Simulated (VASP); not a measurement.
# Ti3NO2 (P-62m) in VASP: single point with PBE+U

Aim: the single point of Ti3NO2 with PBE+U.

Program: VASP 6.6.1. These are calculated values, not measurements. Logs are shortened: lines on timing, memory, paths and dates and some standing lists are left out, and cuts for length are marked.

## (1) The cell of the first run

The structure is hexagonal, space group P-62m (No. 189). The conventional cell has a = 4.949 Å, b = 4.949 Å, c = 2.769 Å, α = 90.00°, β = 90.00°, γ = 120.00°. Ti (site symmetry m2m) has 2 N at 2.13 Å and 4 O at 2.17 Å and 8 Ti at 2.77 to 2.89 Å within 2.9 Å. Within 2.9 Å of N (site symmetry -62m) lie 6 Ti at 2.13 Å and 2 N at 2.77 Å and 6 O at 2.86 Å. Within 2.9 Å of O (site symmetry -6) lie 6 Ti at 2.17 Å and 5 O at 2.77 to 2.86 Å and 3 N at 2.86 Å.

## (2) Single point, PBE+U

INCAR reads:

```
SYSTEM = Ti3NO2
PREC     = Accurate       ! precision mode
ENCUT    = 520            ! plane-wave cutoff, eV
EDIFF    = 1E-7           ! SCF threshold, eV
ISMEAR   = 0              ! smearing method
SIGMA    = 0.1            ! smearing width, eV
LREAL    = .FALSE.        ! projectors in reciprocal space
LASPH    = .TRUE.         ! aspherical terms in the spheres
NELM     = 150            ! most SCF steps
ALGO     = Normal         ! electronic algorithm
ISIF     = 2              ! what is computed and relaxed
LWAVE    = .FALSE.        ! write WAVECAR
LCHARG   = .FALSE.        ! write CHGCAR
LMAXMIX  = 4              ! l up to which the mixer works
LDAU     = .TRUE.         ! DFT+U
LDAUTYPE = 2            
LDAUL    = 2 -1 -1        ! shell
LDAUU    = 4 0 0          ! U, eV
LDAUJ    = 0 0 0        
LDAUPRINT= 1            
GGA      = PE             ! functional
NBANDS   = 36             ! bands
```

KPOINTS reads:

```
regular mesh
0
G
  12 12 14
  0 0 0
```

POSCAR reads:

```
Ti3NO2
1.0
    4.9488465231      0.0000000000      0.0000000000
   -2.4744232616      4.2858268085      0.0000000000
    0.0000000000      0.0000000000      2.7688654448
Ti N O
3 1 2
Direct
    0.0000000000      0.6735865544      0.0000000000
    0.6735865544      0.0000000000      0.0000000000
    0.3264134456      0.3264134456      0.0000000000
    0.0000000000      0.0000000000      0.5000000000
    0.6666666667      0.3333333333      0.5000000000
    0.3333333333      0.6666666667      0.5000000000
```

Potentials or basis: VASP PAW PBE potentials, release 64 (Ti_sv, N, O).

Started as:

```
cat potpaw_PBE.64/Ti_sv/POTCAR potpaw_PBE.64/N/POTCAR potpaw_PBE.64/O/POTCAR > POTCAR
mpirun -np 1 vasp_std > vasp.out
```

OUTCAR:

```text
SYSTEM = Ti3NO2
   PREC = Accurate
   ENCUT = 520
   EDIFF = 1E-7
   ISMEAR = 0
   LREAL = .FALSE.
   LASPH = .TRUE.
   NELM = 150
   ISIF = 2
   GGA = PE

 ion  position               nearest neighbor table
   1  0.000  0.674  0.000-   4 2.13   4 2.13   6 2.17   6 2.17   5 2.17   5 2.17   2 2.80   3 2.80
                             2 2.89   3 2.89   3 2.89   2 2.89
   2  0.674  0.000  0.000-   4 2.13   4 2.13   5 2.17   5 2.17   6 2.17   6 2.17   3 2.80   1 2.80
                             1 2.89   3 2.89   3 2.89   1 2.89
   3  0.326  0.326  0.000-   4 2.13   4 2.13   5 2.17   5 2.17   6 2.17   6 2.17   2 2.80   1 2.80
                             1 2.89   2 2.89   1 2.89   2 2.89
   4  0.000  0.000  0.500-   2 2.13   2 2.13   3 2.13   3 2.13   1 2.13   1 2.13
   5  0.667  0.333  0.500-   2 2.17   2 2.17   1 2.17   1 2.17   3 2.17   3 2.17
   6  0.333  0.667  0.500-   1 2.17   1 2.17   2 2.17   2 2.17   3 2.17   3 2.17

  LATTYP: Found a hexagonal cell.
 ALAT       =     4.9488465231
 C/A-ratio  =     0.5594971337

  Lattice vectors:

 A1 = (   4.9488465231,   0.0000000000,   0.0000000000)
 A2 = (  -2.4744232616,   4.2858268085,   0.0000000000)
 A3 = (   0.0000000000,   0.0000000000,   2.7688654448)

Analysis of symmetry for initial positions (statically):
=====================================================================
 Subroutine PRICEL returns:
 Original cell was already a primitive cell.

 Routine SETGRP: Setting up the symmetry group for a
 hexagonal supercell.

 Subroutine GETGRP returns: Found 12 space group operations
 (whereof 12 operations were pure point group operations)
 out of a pool of 24 trial point group operations.

The static configuration has the point symmetry D_3h.

Analysis of symmetry for dynamics (positions and initial velocities):
=====================================================================
 Subroutine PRICEL returns:
 Original cell was already a primitive cell.

 Routine SETGRP: Setting up the symmetry group for a
 hexagonal supercell.

 Subroutine GETGRP returns: Found 12 space group operations
 (whereof 12 operations were pure point group operations)
 out of a pool of 24 trial point group operations.

The dynamic configuration has the point symmetry D_3h.

 Subroutine INISYM returns: Found 12 space group operations
 (whereof 12 operations are pure point group operations),
 and found     1 'primitive' translations

----------------------------------------------------------------------------------------

                                     Primitive cell

  volume of cell :      58.7274

  direct lattice vectors                    reciprocal lattice vectors
     4.948846523  0.000000000  0.000000000     0.202067289  0.116663604  0.000000000
    -2.474423262  4.285826809  0.000000000     0.000000000  0.233327207  0.000000000
     0.000000000  0.000000000  2.768865445     0.000000000  0.000000000  0.361158756

  length of vectors
     4.948846523  4.948846523  2.768865445     0.233327207  0.233327207  0.361158756

  position of ions in fractional coordinates (direct lattice)
     0.000000000  0.673586554  0.000000000
     0.673586554  0.000000000  0.000000000
     0.326413446  0.326413446  0.000000000
     0.000000000  0.000000000  0.500000000
     0.666666667  0.333333333  0.500000000
     0.333333333  0.666666667  0.500000000

  ion indices of the primitive-cell ions
   primitive index   ion index
                 1           1
                 2           2
                 3           3
                 4           4
                 5           5
                 6           6

----------------------------------------------------------------------------------------

 KPOINTS: regular mesh

Automatic generation of k-mesh.
 Grid dimensions read from file:
 generate k-points for:   12   12   14

 Generating k-lattice:

  Cartesian coordinates                     Fractional coordinates (reciprocal lattice)
     0.016838941  0.009721967  0.000000000     0.083333333  0.000000000  0.000000000
     0.000000000  0.019443934  0.000000000     0.000000000  0.083333333  0.000000000
     0.000000000  0.000000000  0.025797054     0.000000000  0.000000000  0.071428571

  Length of vectors
     0.019443934  0.019443934  0.025797054

  Shift w.r.t. Gamma in fractional coordinates (k-lattice)
     0.000000000  0.000000000  0.000000000

 Subroutine IBZKPT returns following result:
 ===========================================

 Found    152 irreducible k-points:

 Following reciprocal coordinates:
            Coordinates               Weight
  0.000000  0.000000  0.000000      1.000000
  0.083333  0.000000  0.000000      6.000000
  0.166667  0.000000  0.000000      6.000000
  0.250000  0.000000  0.000000      6.000000
  0.333333  0.000000  0.000000      6.000000
  0.416667  0.000000  0.000000      6.000000
[... 16 lines left out ...]
  0.250000  0.000000  0.071429     12.000000
  0.333333  0.000000  0.071429     12.000000
 [... further k-points ...]
   k-points           NKPTS =    152   k-points in BZ     NKDIM =    152   number of bands    NBANDS=     36
   number of dos      NEDOS =    301   number of ions     NIONS =      6
   total plane-waves  NPLWV =  38400
   dimension x,y,z NGX =    40 NGY =   40 NGZ =   24
   dimension x,y,z NGXF=    80 NGYF=   80 NGZF=   48
   ions per type =               3   1   2
   NGX,Y,Z   is equivalent  to a cutoff of  13.44, 13.44, 14.41 a.u.
   NGXF,Y,Z  is equivalent  to a cutoff of  26.87, 26.87, 28.82 a.u.
 SYSTEM =  Ti3NO2
   PREC   = accura    normal or accurate (medium, high low for compatibility)
   ISTART =      0    job   : 0-new  1-cont  2-samecut
   ICHARG =      2    charge: 1-file 2-atom 10-const
   ISPIN  =      1    spin polarized calculation?
   LNONCOLLINEAR =      F non collinear calculations
   LSORBIT =      F    spin-orbit coupling
   LASPH  =      T    aspherical Exc in radial PAW
   ENCUT  =  520.0 eV  38.22 Ry    6.18 a.u.   9.20  9.20  5.15*2*pi/ulx,y,z
   NELM   =    150;   NELMIN=  2; NELMDL= -5     # of ELM steps
   EDIFF  = 0.1E-06   stopping-criterion for ELM
   LREAL  =      F    real-space projection
   EDIFFG = 0.1E-05   stopping-criterion for IOM
   NSW    =      0    number of steps for IOM
   IBRION =     -1    ionic relax: 0-MD 1-quasi-New 2-CG
   NFREE  =      0    steps in history (QN), initial steepest desc. (CG)
   ISIF   =      2    stress and relaxation
   ISYM   =      2    0-nonsym 1-usesym 2-fastsym
   POTIM  = 0.5000    time-step for ionic-motion
   TEBEG  =    0.0;   TEEND  =   0.0 temperature during run
   PSTRESS=    0.0 pullay stress
   NELECT =      53.0000    total number of electrons
   NUPDOWN=      -1.0000    fix difference up-down
   EMIN   =  10.00;   EMAX   =-10.00  energy-range for DOS
   EFERMI =   0.00;   METHOD = LEGACY
   ISMEAR =     0;   SIGMA  =   0.10  broadening in eV -4-tet -1-fermi 0-gaus
   EFERMI_NEDOS =   21; number of points for ismear=-14 and -15
   IALGO  =     38    algorithm
   IMIX   =      4    mixing-type and parameters
     AMIX     =   0.40;   BMIX     =  1.00
     AMIX_MAG =   1.60;   BMIX_MAG =  1.00
  volume/ion in A,a.u.               =       9.79        66.05
  Fermi-wavevector in a.u.,A,eV,Ry     =   1.582049  2.989639 34.053743  2.502879
  Thomas-Fermi vector in A             =   2.682032
   LORBIT       =      0    0 simple, 1 ext, 2 COOP (PROOUT), +10 PAW based schemes
 LDA+U is selected, type is set to LDAUTYPE =  2
   angular momentum for each species LDAUL =     2   -1   -1
   U (eV)           for each species LDAUU =   4.0  0.0  0.0
   J (eV)           for each species LDAUJ =   0.0  0.0  0.0
   GGA     = PE    functional components
   LHFCALC =     F    Hartree Fock is set to
   AEXX    =    0.0000 exact exchange contribution
   IVDW    =     0    specifies the selected vdW correction
   LEPSILON=     F    determine dielectric tensor
   LRPA    =     F    only Hartree local field effects (RPA)
 non-spin polarized calculation
 Gauss-broadening in eV      SIGMA  =   0.10
  energy-cutoff  :      520.00
  volume of cell :       58.73
 maximum number of plane-waves:      1600
 NGX is ok and might be reduce to    40
   NGX = 19   NGY = 19   NGZ = 11

atom =   1  type =  1  l = 2

 onsite density matrix

spin component  1

  0.2104 -0.0000 -0.0244  0.0000  0.0085
 -0.0000  0.1341 -0.0000 -0.0237 -0.0000
 -0.0244 -0.0000  0.3125 -0.0000 -0.0141
  0.0000 -0.0237 -0.0000  0.1067  0.0000
  0.0085 -0.0000 -0.0141  0.0000  0.2006

spin component  2

  0.2104 -0.0000 -0.0244  0.0000  0.0085
 -0.0000  0.1341 -0.0000 -0.0237 -0.0000
 -0.0244 -0.0000  0.3125 -0.0000 -0.0141
  0.0000 -0.0237 -0.0000  0.1067  0.0000
  0.0085 -0.0000 -0.0141  0.0000  0.2006
[... 67 lines left out ...]
 occupancies and eigenvectors

  o =  0.0931  v =  0.0000 -0.5000 -0.0000  0.8660 -0.0000  0.0000  0.0000  0.0000  0.0000  0.0000      0.0000  0.0000  0.0000  0.0000  0.0000  0.0000  0.0000  0.0000  0.0000  0.0000
  o =  0.0931  v =  0.0000  0.0000  0.0000  0.0000  0.0000  0.0000 -0.5000 -0.0000  0.8660 -0.0000      0.0000  0.0000  0.0000  0.0000  0.0000  0.0000  0.0000  0.0000  0.0000  0.0000
  o =  0.1477  v = -0.0000  0.8660  0.0000  0.5000  0.0000  0.0000  0.0000  0.0000  0.0000  0.0000      0.0000  0.0000  0.0000  0.0000  0.0000  0.0000  0.0000  0.0000  0.0000  0.0000
  o =  0.1477  v =  0.0000  0.0000  0.0000  0.0000  0.0000 -0.0000  0.8660  0.0000  0.5000  0.0000      0.0000  0.0000  0.0000  0.0000  0.0000  0.0000  0.0000  0.0000  0.0000  0.0000
  o =  0.1957  v =  0.0000  0.0000  0.0000  0.0000  0.0000 -0.5000 -0.0000  0.0000  0.0000 -0.8660      0.0000  0.0000  0.0000  0.0000  0.0000  0.0000  0.0000  0.0000  0.0000  0.0000
  o =  0.1957  v = -0.5000 -0.0000  0.0000  0.0000 -0.8660  0.0000  0.0000  0.0000  0.0000  0.0000      0.0000  0.0000  0.0000  0.0000  0.0000  0.0000  0.0000  0.0000  0.0000  0.0000
  o =  0.2077  v =  0.0000  0.0000  0.0000  0.0000  0.0000 -0.8363  0.0000  0.2598 -0.0000  0.4828      0.0000  0.0000  0.0000  0.0000  0.0000  0.0000  0.0000  0.0000  0.0000  0.0000
  o =  0.2077  v = -0.8363  0.0000  0.2598 -0.0000  0.4828  0.0000  0.0000  0.0000  0.0000  0.0000      0.0000  0.0000  0.0000  0.0000  0.0000  0.0000  0.0000  0.0000  0.0000  0.0000
  o =  0.3200  v =  0.0000  0.0000  0.0000  0.0000  0.0000 -0.2250  0.0000 -0.9657  0.0000  0.1299      0.0000  0.0000  0.0000  0.0000  0.0000  0.0000  0.0000  0.0000  0.0000  0.0000
  o =  0.3200  v = -0.2250  0.0000 -0.9657  0.0000  0.1299  0.0000  0.0000  0.0000  0.0000  0.0000      0.0000  0.0000  0.0000  0.0000  0.0000  0.0000  0.0000  0.0000  0.0000  0.0000

 number of electron      53.0000008 magnetization

 Free energy of the ion-electron system (eV)
  ---------------------------------------------------
  ext. energy  EPLUGINS =         0.00000000
  ---------------------------------------------------
  free energy    TOTEN  =       -45.37543913 eV

  energy without entropy =      -45.35513073  energy(sigma->0) =      -45.36528493

 E-fermi :  10.9375     XC(G=0): -12.8294

 val. band max:       10.9349311351   @ k =   0.3333   0.0000   0.3571
 cond. band min:      10.9404535502   @ k =   0.4167   0.0000   0.4286
 fundamental gap:      0.0055224151
 Fermi energy:        10.9374588240

 k-point     1 :       0.0000    0.0000    0.0000
  band No.  band energies     occupation
      1     -47.1530      2.00000
      2     -47.0288      2.00000
      3     -47.0288      2.00000
      4     -23.6516      2.00000
      5     -23.5712      2.00000
      6     -23.5154      2.00000
[... 925 lines left out ...]
     35      14.2613      0.00000
     36      14.5308      0.00000

 [... further k-points ...]

------------------------ aborting loop because EDIFF is reached ----------------------------------------

  FORCE on cell =-STRESS in cart. coord.  units (eV):
  Direction    XX          YY          ZZ          XY          YZ          ZX
  --------------------------------------------------------------------------------------
  -------------------------------------------------------------------------------------
  Total        4.4441544      4.4441544      4.8506084     -0.0000000     -0.0000000      0.0000000
  in kB      121.2437240    121.2437240    132.3324458     -0.0000000     -0.0000000      0.0000000
  external PRESSURE =     124.9399646 kB  Pullay stress =       0.0000000 kB

 VOLUME and BASIS-vectors are now :
 -----------------------------------------------------------------------------
  energy-cutoff  :      520.00
  volume of cell :       58.73
      direct lattice vectors                 reciprocal lattice vectors
     4.948846523  0.000000000  0.000000000     0.202067289  0.116663604  0.000000000
    -2.474423262  4.285826809  0.000000000     0.000000000  0.233327207  0.000000000
     0.000000000  0.000000000  2.768865445     0.000000000  0.000000000  0.361158756

 POSITION                                       TOTAL-FORCE (eV/Angst)
 -----------------------------------------------------------------------------------
     -1.66674      2.88688      0.00000         0.035893     -0.062169      0.000000
      3.33348      0.00000      0.00000        -0.071786     -0.000000      0.000000
      0.80769      1.39895      0.00000         0.035893      0.062169      0.000000
      0.00000      0.00000      1.38443         0.000000     -0.000000      0.000000
      2.47442      1.42861      1.38443         0.000000     -0.000000      0.000000
     -0.00000      2.85722      1.38443         0.000000     -0.000000      0.000000
 -----------------------------------------------------------------------------------
    total drift:                               -0.000001     -0.000001      0.000000

  FREE ENERGIE OF THE ION-ELECTRON SYSTEM (eV)
  ---------------------------------------------------
  free  energy   TOTEN  =       -45.3754391328 eV

  energy  without entropy=      -45.3551307270  energy(sigma->0) =      -45.36528493
```

It took 12 min on 1 thread of Intel Xeon 8259CL, shared host; peak memory 0.38 GiB.

Results:

* Free energy: -45.3754 eV
* Pressure: 12.5 GPa
* Largest force: 0.072 eV/Å
* Band gap on the k mesh: zero (an odd number of electrons rules out a gap without spin polarisation)

Forces in eV/Å, atoms in the order of the input:
```
Ti   0.036 -0.062  0.000
Ti  -0.072  0.000  0.000
Ti   0.036  0.062  0.000
N    0.000  0.000  0.000
O    0.000  0.000  0.000
O    0.000  0.000  0.000
```

Eigenvalues of the final occupation matrices:
| site | spin | trace | eigenvalues |
| --- | --- | --- | --- |
| site 1 d | 1 | 0.96 | 0.09 0.15 0.20 0.21 0.32 |
| site 1 d | 2 | 0.96 | 0.09 0.15 0.20 0.21 0.32 |
| site 2 d | 1 | 0.96 | 0.09 0.15 0.20 0.21 0.32 |
| site 2 d | 2 | 0.96 | 0.09 0.15 0.20 0.21 0.32 |
| site 3 d | 1 | 0.96 | 0.09 0.15 0.20 0.21 0.32 |
| site 3 d | 2 | 0.96 | 0.09 0.15 0.20 0.21 0.32 |

Caveat: the cell stands under pressure; an odd number of electrons without spin polarisation forces a metal; a magnetic or distorted state may lie lower; U without spin polarisation on a metal has little footing.
